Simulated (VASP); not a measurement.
KBr, 4 atoms in the cell. The cell holds a wire or tube with vacuum around it, 4 atoms: a = 12.200 Å, b = 9.300 Å, c = 6.031 Å, α = 90.00°, β = 90.00°, γ = 90.00°. 

- Program: VASP 6.6.1
- Task: single point
- Functional: PBE
- Potentials or basis: VASP PAW PBE potentials, release 64 (K_sv, Br)
- Cutoff: 520 eV
- k mesh: 1 × 1 × 11
- Occupations: gaussian, width 0.05 eV
- Spin: collinear spin
- Starting moments: [0.5, 0.5, 0.5, 0.5] μB
- Dipole correction: no
- Further INCAR settings: ALGO = Normal; EDIFF = 1e-07; NBANDS = 28

Potentials or basis: VASP PAW PBE potentials, release 64 (K_sv, Br).

Launch:

```console
$ cat potpaw_PBE.64/K_sv/POTCAR potpaw_PBE.64/Br/POTCAR > POTCAR
$ mpirun -np 1 vasp_std > vasp.out
```

Hardware: 1 thread of AMD EPYC 7R43 64-Core Processor (Zen 3), on a shared host.

Estimate the wall time of this run.

Run time: 8.9 min on 1 thread of AMD EPYC 7R43 64-Core Processor (Zen 3) (shared host), peak memory 0.92 GiB. Counts: scf iterations 28, k points 6.
